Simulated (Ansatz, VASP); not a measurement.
SnPb3O4: VASP beside Ansatz

```
CELL_PARAMETERS angstrom
-2.83052 2.83052 5.41968
2.83052 -2.83052 5.41968
2.83052 2.83052 -5.41968
ATOMIC_POSITIONS crystal
Sn 0.85057 0.85057 0.00000
Pb 0.63816 0.13816 0.50000
Pb 0.13816 0.63816 0.50000
Pb 0.36271 0.36271 0.00000
O 0.99718 0.99718 0.48916
O 0.50802 0.50802 0.51084
O 0.99718 0.50802 0.00000
O 0.50802 0.99718 0.00000
```

Alike in both runs: functional PBE; k mesh 8 × 8 × 8; occupations gaussian, width 0.02 eV; no spin polarisation.

Ansatz relaxed the structure, and its values are those at the end. VASP's run is a single point on that final structure, the one shown.

|  | VASP | Ansatz |
| --- | --- | --- |
| version | VASP 6.6.1 | Ansatz 0.2.0 |
| potentials or method | VASP PAW PBE potentials, release 64 (Sn_d, Pb_d, O), cutoff 520 eV | scalar-relativistic, plane waves, PAW |
| valence electrons in the cell | 80 | 80 |

```tsv
	VASP	Ansatz	Ansatz less VASP
gap on the k mesh at the Fermi level (eV)	1.33	1.33	-0.002
least direct gap on the mesh (eV)	1.79	1.81	+0.019
pressure (GPa)	0.1	0.0	-0.08
rms of the force components (eV/Å)	0.020	0.000	-0.0194
```

Neither program's run includes spin-orbit coupling.
